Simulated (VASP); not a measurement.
# SrO in VASP: further runs, part 2 of 3

VASP 6.6.1. Earlier steps stand in the parts before.

## 4. Single point, r2SCAN

This run uses another cell than the first one, of 17.17 Å³/atom.

POSCAR

```
SrO
1.0
    0.0000000000      2.5798927168      2.5798927168
    2.5798927168      0.0000000000      2.5798927168
    2.5798927168      2.5798927168      0.0000000000
Sr O
1 1
Direct
    0.5000000000      0.5000000000      0.5000000000
    0.0000000000      0.0000000000      0.0000000000
```

INCAR.step1

```
SYSTEM = SrO
PREC = Accurate
ENCUT = 520
ISMEAR = 0
SIGMA = 0.01
LREAL = .FALSE.
LASPH = .TRUE.
NELM = 80
NBANDS = 15
GGA = PE
ALGO = Normal
EDIFF = 1E-4
LWAVE = .TRUE.
LCHARG = .FALSE.
```

INCAR.step2

```
SYSTEM = SrO
PREC = Accurate
ENCUT = 520
EDIFF = 1E-6
ISMEAR = 0
SIGMA = 0.01
LREAL = .FALSE.
LASPH = .TRUE.
NELM = 80
ALGO = Normal
ISIF = 2
LWAVE = .FALSE.
LCHARG = .TRUE.
METAGGA = R2SCAN
LMIXTAU = .TRUE.
LELF = .TRUE.
LVHAR = .TRUE.
NBANDS = 15
ISTART = 1
```

KPOINTS

```
regular mesh
0
G
  8 8 8
  0 0 0
```

Potentials or basis: VASP PAW PBE potentials, release 64 (Sr_sv, O).

Started as:

```bash
> cat potpaw_PBE.64/Sr_sv/POTCAR potpaw_PBE.64/O/POTCAR > POTCAR
> cp INCAR.step1 INCAR
> mpirun -np 1 vasp_std > vasp.out
> cp INCAR.step2 INCAR
> mpirun -np 1 vasp_std > vasp.out
```

OUTCAR:

```text
SYSTEM = SrO
   PREC = Accurate
   ENCUT = 520
   EDIFF = 1E-6
   ISMEAR = 0
   LREAL = .FALSE.
   LASPH = .TRUE.
   NELM = 80
   ISIF = 2
   METAGGA = R2SCAN
   ISTART = 1

 ion  position               nearest neighbor table
   1  0.500  0.500  0.500-   2 2.58   2 2.58   2 2.58   2 2.58   2 2.58   2 2.58
   2  0.000  0.000  0.000-   1 2.58   1 2.58   1 2.58   1 2.58   1 2.58   1 2.58

  LATTYP: Found a face centered cubic cell.
 ALAT       =     5.1597854336

  Lattice vectors:

 A1 = (   0.0000000000,   2.5798927168,   2.5798927168)
 A2 = (   2.5798927168,   0.0000000000,   2.5798927168)
 A3 = (   2.5798927168,   2.5798927168,   0.0000000000)

Analysis of symmetry for initial positions (statically):
=====================================================================
 Subroutine PRICEL returns:
 Original cell was already a primitive cell.

 Routine SETGRP: Setting up the symmetry group for a
 face centered cubic supercell.

 Subroutine GETGRP returns: Found 48 space group operations
 (whereof 48 operations were pure point group operations)
 out of a pool of 48 trial point group operations.

The static configuration has the point symmetry O_h .

[... 176 lines left out ...]
      8       1.2939      2.00000
      9       5.8761      0.00000
     10       8.0478      0.00000
     11       8.0478      0.00000
     12       8.0478      0.00000
     13      10.3455      0.00000
     14      10.3455      0.00000
[... 401 lines left out ...]
      2     -15.7525      2.00000
      3     -13.6146      2.00000
      4     -13.4694      2.00000
      5     -12.5714      2.00000
      6      -0.2322      2.00000
      7       0.4468      2.00000
      8       0.5216      2.00000
      9       8.1703      0.00000
     10       8.5433      0.00000
     11      11.2232      0.00000
     12      11.3609      0.00000
     13      13.5539      0.00000
     14      14.8655      0.00000
     15      15.5575      0.00000

 [... further k-points ...]

------------------------ aborting loop because EDIFF is reached ----------------------------------------

  FORCE on cell =-STRESS in cart. coord.  units (eV):
  Direction    XX          YY          ZZ          XY          YZ          ZX
  --------------------------------------------------------------------------------------
  -------------------------------------------------------------------------------------
  Total        0.1129699      0.1129699      0.1129699      0.0000000     -0.0000000      0.0000000
  in kB        5.2703382      5.2703382      5.2703382      0.0000000     -0.0000000      0.0000000
  external PRESSURE =       5.2703382 kB  Pullay stress =       0.0000000 kB

 VOLUME and BASIS-vectors are now :
 -----------------------------------------------------------------------------
  energy-cutoff  :      520.00
  volume of cell :       34.34
      direct lattice vectors                 reciprocal lattice vectors
     0.000000000  2.579892717  2.579892717    -0.193806509  0.193806509  0.193806509
     2.579892717  0.000000000  2.579892717     0.193806509 -0.193806509  0.193806509
     2.579892717  2.579892717  0.000000000     0.193806509  0.193806509 -0.193806509

 POSITION                                       TOTAL-FORCE (eV/Angst)
 -----------------------------------------------------------------------------------
      2.57989      2.57989      2.57989        -0.000000      0.000000      0.000000
      0.00000      0.00000      0.00000         0.000000     -0.000000     -0.000000
 -----------------------------------------------------------------------------------
    total drift:                                0.000000      0.000000      0.000000

  FREE ENERGIE OF THE ION-ELECTRON SYSTEM (eV)
  ---------------------------------------------------
  free  energy   TOTEN  =       -27.0556746828 eV

  energy  without entropy=      -27.0556746828  energy(sigma->0) =      -27.05567468
```

OUTCAR.step1:

```text
SYSTEM = SrO
   PREC = Accurate
   ENCUT = 520
   ISMEAR = 0
   LREAL = .FALSE.
   LASPH = .TRUE.
[... 653 lines left out ...]
      2.57989      2.57989      2.57989        -0.000000      0.000000      0.000000
      0.00000      0.00000      0.00000         0.000000     -0.000000     -0.000000
 -----------------------------------------------------------------------------------
    total drift:                                0.000000      0.000000      0.000000

  FREE ENERGIE OF THE ION-ELECTRON SYSTEM (eV)
  ---------------------------------------------------
  free  energy   TOTEN  =       -12.0479125355 eV

  energy  without entropy=      -12.0479125355  energy(sigma->0) =      -12.04791254
```

OSZICAR.step1:

```text
N       E                     dE             d eps       ncg     rms          rms(c)
DAV:   1     0.622514432338E+02    0.62251E+02   -0.78236E+03   870   0.100E+03
DAV:   2    -0.105587589544E+02   -0.72810E+02   -0.67506E+02  1188   0.218E+02
DAV:   3    -0.142046500276E+02   -0.36459E+01   -0.36304E+01  1302   0.407E+01
DAV:   4    -0.142486270983E+02   -0.43977E-01   -0.43969E-01  1085   0.388E+00
DAV:   5    -0.142490850061E+02   -0.45791E-03   -0.45791E-03  1115   0.288E-01    0.161E+01
DAV:   6    -0.121996225430E+02    0.20495E+01   -0.67022E+00   884   0.194E+01    0.190E+01
DAV:   7    -0.120567426025E+02    0.14288E+00   -0.30188E-01  1010   0.487E+00    0.110E+01
DAV:   8    -0.120459394523E+02    0.10803E-01   -0.11910E-01  1101   0.345E+00    0.420E-01
DAV:   9    -0.120472861604E+02   -0.13467E-02   -0.58791E-03  1106   0.485E-01    0.233E-01
DAV:  10    -0.120477445275E+02   -0.45837E-03   -0.43604E-04   968   0.196E-01    0.868E-02
DAV:  11    -0.120478941206E+02   -0.14959E-03   -0.14932E-04   904   0.901E-02    0.275E-02
DAV:  12    -0.120479125355E+02   -0.18415E-04   -0.26595E-05   701   0.387E-02
   1 F= -.12047913E+02 E0= -.12047913E+02  d E =-.448641E-12
```

Run time: 2.5 min. Hardware: 1 thread of Intel Xeon 8259CL, shared host; peak memory 0.17 GiB.

What came out:

```yaml
Free_energy: -27.0557 eV
Pressure: 0.5 GPa
Band_gap_on_the_k_mesh: 3.75 eV (least direct gap 3.84 eV)
```

Caveat: the PAW data sets were made with another functional, which shifts forces and pressure a little.

## 5. Single point, PBE (uniaxial y strain -3.2%)

INCAR

```
SYSTEM = SrO
ALGO     = Normal         ! electronic algorithm
EDIFF    = 1E-7           ! SCF threshold, eV
ENCUT    = 520            ! plane-wave cutoff, eV
GGA      = PE             ! functional
ISIF     = 2              ! what is computed and relaxed
ISMEAR   = -1             ! smearing method
LASPH    = .True.         ! aspherical terms in the spheres
LCHARG   = .False.        ! write CHGCAR
LREAL    = .False.        ! projectors in reciprocal space
LWAVE    = .False.        ! write WAVECAR
NBANDS   = 15             ! bands
NELM     = 100            ! most SCF steps
PREC     = Accurate       ! precision mode
SIGMA    = 0.02           ! smearing width, eV
```

KPOINTS

```
k-points
0
Gamma
  8 8 8
  0 0 0
```

POSCAR

```
SrO
1.0
    0.0000000000      2.4963041928      2.5798927168
    2.5798927168      0.0000000000      2.5798927168
    2.5798927168      2.4963041928      0.0000000000
Sr O
1 1
Direct
    0.5000000000      0.5000000000      0.5000000000
    0.0000000000      0.0000000000      0.0000000000
```

Potentials or basis: VASP PAW PBE potentials, release 64 (Sr_sv, O).

Started as:

```bash
> cat potpaw_PBE.64/Sr_sv/POTCAR potpaw_PBE.64/O/POTCAR > POTCAR
> mpirun -np 1 vasp_std > vasp.out
```

OUTCAR:

```text
SYSTEM = SrO
   EDIFF = 1E-7
   ENCUT = 520
   GGA = PE
   ISIF = 2
   ISMEAR = -1
   LASPH = .True.
   LREAL = .False.
   NELM = 100
   PREC = Accurate

 ion  position               nearest neighbor table
   1  0.500  0.500  0.500-   2 2.50   2 2.50   2 2.58   2 2.58   2 2.58   2 2.58
   2  0.000  0.000  0.000-   1 2.50   1 2.50   1 2.58   1 2.58   1 2.58   1 2.58

  LATTYP: Found a body centered tetragonal cell.
 ALAT       =     3.6485192696
 C/A-ratio  =     1.3683930430

  Lattice vectors:

[... 617 lines left out ...]

------------------------ aborting loop because EDIFF is reached ----------------------------------------

  FORCE on cell =-STRESS in cart. coord.  units (eV):
  Direction    XX          YY          ZZ          XY          YZ          ZX
  --------------------------------------------------------------------------------------
  -------------------------------------------------------------------------------------
  Total        0.8525158      2.0202100      0.8525158      0.0000000      0.0000000      0.0000000
  in kB       41.1038256     97.4038910     41.1038256      0.0000000      0.0000000      0.0000000
  external PRESSURE =      59.8705140 kB  Pullay stress =       0.0000000 kB

 VOLUME and BASIS-vectors are now :
 -----------------------------------------------------------------------------
  energy-cutoff  :      520.00
  volume of cell :       33.23
      direct lattice vectors                 reciprocal lattice vectors
     0.000000000  2.496304193  2.579892717    -0.193806509  0.200296102  0.193806509
     2.579892717  0.000000000  2.579892717     0.193806509 -0.200296102  0.193806509
     2.579892717  2.496304193  0.000000000     0.193806509  0.200296102 -0.193806509

 POSITION                                       TOTAL-FORCE (eV/Angst)
 -----------------------------------------------------------------------------------
      2.57989      2.49630      2.57989         0.000000      0.000000      0.000000
      0.00000      0.00000      0.00000         0.000000     -0.000000     -0.000000
 -----------------------------------------------------------------------------------
    total drift:                                0.000000      0.000000      0.000000

  FREE ENERGIE OF THE ION-ELECTRON SYSTEM (eV)
  ---------------------------------------------------
  free  energy   TOTEN  =       -12.0068552092 eV

  energy  without entropy=      -12.0068552092  energy(sigma->0) =      -12.00685521
```

Run time: 65 s. Hardware: 1 thread of Intel Xeon 8259CL, shared host; peak memory 0.18 GiB.

Results:

```yaml
Free_energy: -12.0069 eV
Pressure: 6.0 GPa
Band_gap_on_the_k_mesh: 3.08 eV (least direct gap 3.26 eV)
```

Levels at points of the mesh, in eV from the valence-band top:
| k point | band 5 | band 6 | band 7 | band 8 | band 9 | band 10 | band 11 | band 12 |
| --- | --- | --- | --- | --- | --- | --- | --- | --- |
| (0.00, 0.00, 0.00) | -14.00 | -0.14 | -0.14 | 0.00 | 4.03 | 6.09 | 6.09 | 6.34 |
| (0.50, 0.00, 0.00) | -12.79 | -2.31 | -1.28 | -1.28 | 6.55 | 8.54 | 8.86 | 8.92 |
| (0.50, 0.50, 0.00) | -14.36 | -0.55 | -0.22 | -0.05 | 3.21 | 7.86 | 10.27 | 10.44 |
| (0.50, 0.00, 0.50) | -14.45 | -0.33 | -0.21 | -0.21 | 3.08 | 7.91 | 10.22 | 10.57 |

Caveat: the cell differs from its parent crystal (uniaxial y strain -3.2%); the cell stands under pressure. A k mesh can miss the band edges.

(Part 2 of 3 ends here.)
